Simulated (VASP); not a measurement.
# Mg (P6_3/mmc) in VASP: further runs

Runs on Mg. Level: PBE. Tasks: single point.

Program: VASP 6.6.1. These are calculated values, not measurements. Logs are shortened: lines on timing, memory, paths and dates and some standing lists are left out, and cuts for length are marked.

## Step 1: The cell of the first run

Symmetry: P6_3/mmc, No. 194, hexagonal system. The conventional cell has a = 3.197 Å, b = 3.197 Å, c = 10.398 Å, α = 90.00°, β = 90.00°, γ = 120.00°. Within 4.2 Å of Mg (site symmetry -3m) lie 12 Mg at 3.19 to 3.20 Å. Within 4.2 Å of Mg (site symmetry -6m2) lie 12 Mg at 3.19 to 3.20 Å.

## Step 2: Single point, PBE

Input file INCAR:

```
SYSTEM = Mg
PREC = Accurate ; ENCUT = 520
EDIFF = 1E-6 ; ISMEAR = -1
SIGMA = 0.1 ; LREAL = .FALSE.
LASPH = .TRUE. ; NELM = 80
ALGO = Normal ; ISIF = 2
LWAVE = .FALSE. ; LCHARG = .TRUE.
GGA = PE ; LELF = .TRUE.
LVHAR = .TRUE. ; NBANDS = 12
```

Input file KPOINTS:

```
Automatic mesh
0
G
  11 11 3
  0 0 0
```

Input file POSCAR:

```
Mg
1.0
    3.1968208798      0.0000000000      0.0000000000
   -1.5984104399      2.7685280933      0.0000000000
    0.0000000000      0.0000000000     10.3982063196
Mg
4
Direct
    0.0000000000      0.0000000000      1.0000000000
    1.0000000000      0.0000000000      0.5000000000
    0.3333333333      0.6666666667      0.2500000000
    0.6666666667      0.3333333333      0.7500000000
```

Potentials or basis: VASP PAW PBE potentials, release 64 (Mg).

Run with:

```console
> cat potpaw_PBE.64/Mg/POTCAR > POTCAR
> mpirun -np 1 vasp_std > vasp.out
```

OUTCAR:

```text
SYSTEM = Mg
   PREC = Accurate
   ENCUT = 520
   EDIFF = 1E-6
   ISMEAR = -1
   LREAL = .FALSE.
   LASPH = .TRUE.
   NELM = 80
   ISIF = 2
   GGA = PE

 ion  position               nearest neighbor table
   1  0.000  0.000  0.000-   3 3.19   4 3.19   4 3.19   3 3.19   4 3.19   3 3.19
   2  0.000  0.000  0.500-   3 3.19   4 3.19   4 3.19   3 3.19   4 3.19   3 3.19
   3  0.333  0.667  0.250-   1 3.19   2 3.19   1 3.19   2 3.19   1 3.19   2 3.19
   4  0.667  0.333  0.750-   1 3.19   2 3.19   1 3.19   2 3.19   1 3.19   2 3.19

  LATTYP: Found a hexagonal cell.
 ALAT       =     3.1968208798
 C/A-ratio  =     3.2526709223

  Lattice vectors:

 A1 = (   3.1968208798,   0.0000000000,   0.0000000000)
 A2 = (  -1.5984104399,   2.7685280933,   0.0000000000)
 A3 = (   0.0000000000,   0.0000000000,  10.3982063196)

Analysis of symmetry for initial positions (statically):
=====================================================================
 Subroutine PRICEL returns:
 Original cell was already a primitive cell.

 Routine SETGRP: Setting up the symmetry group for a
 hexagonal supercell.

 Subroutine GETGRP returns: Found 24 space group operations
 (whereof 12 operations were pure point group operations)
 out of a pool of 24 trial point group operations.

The static configuration has the point symmetry D_3d.
 The point group associated with its full space group is D_6h.

Analysis of symmetry for dynamics (positions and initial velocities):
=====================================================================
 Subroutine PRICEL returns:
 Original cell was already a primitive cell.

 Routine SETGRP: Setting up the symmetry group for a
 hexagonal supercell.

 Subroutine GETGRP returns: Found 24 space group operations
 (whereof 12 operations were pure point group operations)
 out of a pool of 24 trial point group operations.

The dynamic configuration has the point symmetry D_3d.
 The point group associated with its full space group is D_6h.

 Subroutine INISYM returns: Found 24 space group operations
 (whereof 12 operations are pure point group operations),
 and found     1 'primitive' translations

----------------------------------------------------------------------------------------

                                     Primitive cell

  volume of cell :      92.0292

  direct lattice vectors                    reciprocal lattice vectors
     3.196820880  0.000000000  0.000000000     0.312810770  0.180601382  0.000000000
    -1.598410440  2.768528093  0.000000000     0.000000000  0.361202764  0.000000000
     0.000000000  0.000000000 10.398206320     0.000000000  0.000000000  0.096170433

  length of vectors
     3.196820880  3.196820880 10.398206320     0.361202764  0.361202764  0.096170433

  position of ions in fractional coordinates (direct lattice)
     0.000000000  0.000000000  0.000000000
     0.000000000  0.000000000  0.500000000
     0.333333333  0.666666667  0.250000000
     0.666666667  0.333333333  0.750000000

  ion indices of the primitive-cell ions
   primitive index   ion index
                 1           1
                 2           2
                 3           3
                 4           4

----------------------------------------------------------------------------------------

 KPOINTS: Automatic mesh

Automatic generation of k-mesh.
 Grid dimensions read from file:
 generate k-points for:   11   11    3

 Generating k-lattice:

  Cartesian coordinates                     Fractional coordinates (reciprocal lattice)
     0.028437343  0.016418307  0.000000000     0.090909091  0.000000000  0.000000000
     0.000000000  0.032836615  0.000000000     0.000000000  0.090909091  0.000000000
     0.000000000  0.000000000  0.032056811     0.000000000  0.000000000  0.333333333

  Length of vectors
     0.032836615  0.032836615  0.032056811

  Shift w.r.t. Gamma in fractional coordinates (k-lattice)
     0.000000000  0.000000000  0.000000000

 Subroutine IBZKPT returns following result:
 ===========================================

 Found     32 irreducible k-points:

 Following reciprocal coordinates:
            Coordinates               Weight
  0.000000  0.000000  0.000000      1.000000
  0.090909  0.000000  0.000000      6.000000
  0.181818  0.000000  0.000000      6.000000
  0.272727  0.000000  0.000000      6.000000
  0.363636 -0.000000  0.000000      6.000000
  0.454545 -0.000000  0.000000      6.000000
[... 16 lines left out ...]
  0.090909  0.090909  0.333333     12.000000
  0.181818  0.090909  0.333333     24.000000
 [... further k-points ...]
   k-points           NKPTS =     32   k-points in BZ     NKDIM =     32   number of bands    NBANDS=     12
   number of dos      NEDOS =    301   number of ions     NIONS =      4
   total plane-waves  NPLWV =  46080
   dimension x,y,z NGX =    24 NGY =   24 NGZ =   80
   dimension x,y,z NGXF=    48 NGYF=   48 NGZF=  160
   ions per type =               4
   NGX,Y,Z   is equivalent  to a cutoff of  12.48, 12.48, 12.79 a.u.
   NGXF,Y,Z  is equivalent  to a cutoff of  24.96, 24.96, 25.58 a.u.
 SYSTEM =  Mg
   PREC   = accura    normal or accurate (medium, high low for compatibility)
   ISTART =      0    job   : 0-new  1-cont  2-samecut
   ICHARG =      2    charge: 1-file 2-atom 10-const
   ISPIN  =      1    spin polarized calculation?
   LNONCOLLINEAR =      F non collinear calculations
   LSORBIT =      F    spin-orbit coupling
   LASPH  =      T    aspherical Exc in radial PAW
   ENCUT  =  520.0 eV  38.22 Ry    6.18 a.u.   5.94  5.94 19.33*2*pi/ulx,y,z
   NELM   =     80;   NELMIN=  2; NELMDL= -5     # of ELM steps
   EDIFF  = 0.1E-05   stopping-criterion for ELM
   LREAL  =      F    real-space projection
   EDIFFG = 0.1E-04   stopping-criterion for IOM
   NSW    =      0    number of steps for IOM
   IBRION =     -1    ionic relax: 0-MD 1-quasi-New 2-CG
   NFREE  =      0    steps in history (QN), initial steepest desc. (CG)
   ISIF   =      2    stress and relaxation
   ISYM   =      2    0-nonsym 1-usesym 2-fastsym
   POTIM  = 0.5000    time-step for ionic-motion
   TEBEG  =    0.0;   TEEND  =   0.0 temperature during run
   PSTRESS=    0.0 pullay stress
   NELECT =       8.0000    total number of electrons
   NUPDOWN=      -1.0000    fix difference up-down
   EMIN   =  10.00;   EMAX   =-10.00  energy-range for DOS
   EFERMI =   0.00;   METHOD = LEGACY
   ISMEAR =    -1;   SIGMA  =   0.10  broadening in eV -4-tet -1-fermi 0-gaus
   EFERMI_NEDOS =   21; number of points for ismear=-14 and -15
   IALGO  =     38    algorithm
   IMIX   =      4    mixing-type and parameters
     AMIX     =   0.40;   BMIX     =  1.00
     AMIX_MAG =   1.60;   BMIX_MAG =  1.00
  volume/ion in A,a.u.               =      23.01       155.26
  Fermi-wavevector in a.u.,A,eV,Ry     =   0.725209  1.370446  7.155678  0.525927
  Thomas-Fermi vector in A             =   1.815873
   LORBIT       =      0    0 simple, 1 ext, 2 COOP (PROOUT), +10 PAW based schemes
   GGA     = PE    functional components
   LHFCALC =     F    Hartree Fock is set to
   AEXX    =    0.0000 exact exchange contribution
   IVDW    =     0    specifies the selected vdW correction
   LEPSILON=     F    determine dielectric tensor
   LRPA    =     F    only Hartree local field effects (RPA)
 non-spin polarized calculation
  energy-cutoff  :      520.00
  volume of cell :       92.03
 maximum number of plane-waves:      2498
 NGX is ok and might be reduce to    24
   NGX = 11   NGY = 11   NGZ = 39

 number of electron       8.0000000 magnetization

 Free energy of the ion-electron system (eV)
  ---------------------------------------------------
  ext. energy  EPLUGINS =         0.00000000
  ---------------------------------------------------
  free energy    TOTEN  =        -6.05139472 eV

  energy without entropy =       -6.00923700  energy(sigma->0) =       -6.03031586

 E-fermi :   2.6129     XC(G=0):  -8.4845

 val. band max:        2.5527316480   @ k =   0.3636   0.2727   0.0000
 cond. band min:       2.7150776577   @ k =   0.1818   0.1818   0.0000
 fundamental gap:      0.1623460097
 Fermi energy:         2.6128814970

 k-point     1 :       0.0000    0.0000    0.0000
  band No.  band energies     occupation
      1      -4.3003      2.00000
      2      -2.9151      2.00000
      3      -2.9130      2.00000
      4       0.9316      2.00000
      5       1.3645      1.99999
      6       7.6135      0.00000
      7       7.6223      0.00000
      8      13.5864      0.00000
      9      13.5864      0.00000
     10      13.6442      0.00000
     11      13.6442      0.00000
     12      14.3649      0.00000

 k-point     2 :       0.0909    0.0000    0.0000
  band No.  band energies     occupation
      1      -4.1377      2.00000
      2      -2.7548      2.00000
      3      -2.7527      2.00000
      4       1.0802      2.00000
      5       1.5227      1.99996
      6       7.7344      0.00000
      7       7.7516      0.00000
      8      11.1239      0.00000
      9      12.1646      0.00000
     10      12.2419      0.00000
     11      12.2619      0.00000
     12      13.2319      0.00000

 k-point     3 :       0.1818    0.0000    0.0000
  band No.  band energies     occupation
      1      -3.6515      2.00000
      2      -2.2756      2.00000
      3      -2.2734      2.00000
      4       1.5261      1.99996
      5       1.9902      1.99606
      6       7.8188      0.00000
      7       8.0640      0.00000
      8       8.6976      0.00000
      9       9.5268      0.00000
     10       9.6733      0.00000
     11      11.1710      0.00000
     12      11.8530      0.00000

 k-point     4 :       0.2727    0.0000    0.0000
  band No.  band energies     occupation
      1      -2.8466      2.00000
      2      -1.4826      2.00000
      3      -1.4800      2.00000
      4       2.2693      1.93761
      5       2.7298      0.47389
      6       5.7640      0.00000
      7       6.8945      0.00000
      8       7.0070      0.00000
      9       8.9530      0.00000
     10       9.0282      0.00000
     11      10.3380      0.00000
     12      10.3540      0.00000

 k-point     5 :       0.3636   -0.0000    0.0000
  band No.  band energies     occupation
      1      -1.7310      2.00000
      2      -0.3857      2.00000
      3      -0.3822      2.00000
      4       3.1138      0.01326
      5       3.3023      0.00203
      6       4.0923      0.00000
      7       4.7348      0.00000
      8       4.8981      0.00000
      9       8.2682      0.00000
     10       8.6070      0.00000
     11       9.7079      0.00000
     12       9.8138      0.00000
[... 228 lines left out ...]
      1      -1.5802      2.00000
      2      -1.1294      2.00000
      3       0.6448      2.00000
      4       1.9262      1.99792
      5       3.5507      0.00017
      6       3.9671      0.00000
      7       5.5556      0.00000
      8       5.8011      0.00000
      9       6.9792      0.00000
     10       7.6439      0.00000
     11       9.9153      0.00000
     12       9.9403      0.00000

 k-point    22 :       0.4545   -0.0000    0.3333
  band No.  band energies     occupation
      1      -0.1699      2.00000
      2       0.2696      2.00000
      3       1.5011      1.99997
      4       1.7415      1.99967
      5       2.3148      1.90340
      6       3.3077      0.00192
      7       3.8836      0.00001
      8       5.0582      0.00000
      9       6.8652      0.00000
     10       8.3365      0.00000
     11       8.8112      0.00000
     12       9.6689      0.00000

 k-point    23 :       0.0909    0.0909    0.3333
  band No.  band energies     occupation
      1      -3.6590      2.00000
      2      -3.1978      2.00000
      3      -1.3751      2.00000
      4      -0.0337      2.00000
      5       3.5103      0.00025
      6       5.6360      0.00000
      7       9.6623      0.00000
      8       9.8951      0.00000
      9      10.2930      0.00000
     10      10.4101      0.00000
     11      10.7609      0.00000
     12      11.9760      0.00000

 k-point    24 :       0.1818    0.0909    0.3333
  band No.  band energies     occupation
      1      -3.0145      2.00000
      2      -2.5563      2.00000
      3      -0.7465      2.00000
      4       0.5836      2.00000
      5       4.0804      0.00000
      6       6.0961      0.00000
      7       7.3183      0.00000
      8       7.7149      0.00000
      9       8.8476      0.00000
     10       8.9911      0.00000
     11       9.7440      0.00000
     12      10.5833      0.00000

 [... further k-points ...]

------------------------ aborting loop because EDIFF is reached ----------------------------------------

  FORCE on cell =-STRESS in cart. coord.  units (eV):
  Direction    XX          YY          ZZ          XY          YZ          ZX
  --------------------------------------------------------------------------------------
  -------------------------------------------------------------------------------------
  Total       -0.0709706     -0.0709706     -0.0711367      0.0000000      0.0000000      0.0000000
  in kB       -1.2355593     -1.2355593     -1.2384505      0.0000000      0.0000000      0.0000000
  external PRESSURE =      -1.2365230 kB  Pullay stress =       0.0000000 kB

 VOLUME and BASIS-vectors are now :
 -----------------------------------------------------------------------------
  energy-cutoff  :      520.00
  volume of cell :       92.03
      direct lattice vectors                 reciprocal lattice vectors
     3.196820880  0.000000000  0.000000000     0.312810770  0.180601382  0.000000000
    -1.598410440  2.768528093  0.000000000     0.000000000  0.361202764  0.000000000
     0.000000000  0.000000000 10.398206320     0.000000000  0.000000000  0.096170433

 POSITION                                       TOTAL-FORCE (eV/Angst)
 -----------------------------------------------------------------------------------
      0.00000      0.00000      0.00000        -0.000000     -0.000000      0.000000
      0.00000      0.00000      5.19910        -0.000000     -0.000000      0.000000
     -0.00000      1.84569      2.59955         0.000000     -0.000000     -0.000000
      1.59841      0.92284      7.79865        -0.000000      0.000000     -0.000000
 -----------------------------------------------------------------------------------
    total drift:                                0.000000     -0.000000      0.000000

  FREE ENERGIE OF THE ION-ELECTRON SYSTEM (eV)
  ---------------------------------------------------
  free  energy   TOTEN  =        -6.0513947159 eV

  energy  without entropy=       -6.0092369994  energy(sigma->0) =       -6.03031586
```

Wall time 10 s (1 thread of Intel Xeon 6975P-C (Granite Rapids), shared host); peak memory 0.2 GiB.

What came out:

| Item | Value |
| --- | --- |
| Free energy | -6.0514 eV |
| Pressure | -0.1 GPa |
| Band gap on the k mesh | zero (bands 4 and 5 overlap by 2.18 eV) |

(Continued in part 2 of 2.)
